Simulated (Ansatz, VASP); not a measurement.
## Zr2N in VASP and in Ansatz

```xyz
6
Lattice="5.4130 0.0000 0.0000 0.0000 5.4130 0.0000 0.0000 0.0000 3.3078" Properties=species:S:1:pos:R:3 pbc="T T T"
Zr    1.6029    1.6029    0.0000
Zr    3.8101    3.8101    0.0000
Zr    4.3094    1.1036    1.6539
Zr    1.1036    4.3094    1.6539
N     0.0000    0.0000    0.0000
N     2.7065    2.7065    1.6539
```

Alike in both runs: task single point; functional PBEsol; k mesh 8 × 8 × 10; occupations gaussian, width 0.1 eV; no spin polarisation.

|  | VASP | Ansatz |
| --- | --- | --- |
| version | VASP 6.6.1 | Ansatz 0.2.0 |
| potentials or method | VASP PAW PBE potentials, release 64 (Zr_sv, N) | scalar-relativistic, plane waves, PAW (harder set) |
| plane-wave cutoff (eV) | 520 | 870 |
| valence electrons in the cell | 58 | 58 |

|  | VASP | Ansatz | Ansatz less VASP |
| --- | --- | --- | --- |
| gap on the k mesh at the Fermi level (eV) | none | none | - |
| pressure (GPa) | -4.7 | -4.8 | -0.17 |
| traceless stress, the component that is largest in VASP (GPa) | -0.62 | -0.64 | -0.012 |
| rms of the force components (eV/Å) | 0.028 | 0.030 | +0.0022 |

VASP's potentials were made for PBE, not for PBEsol. Atom by atom the forces differ by 0.002 eV/Å (rms over components). A gap of «none» marks a metal or a gap that the smearing closes.
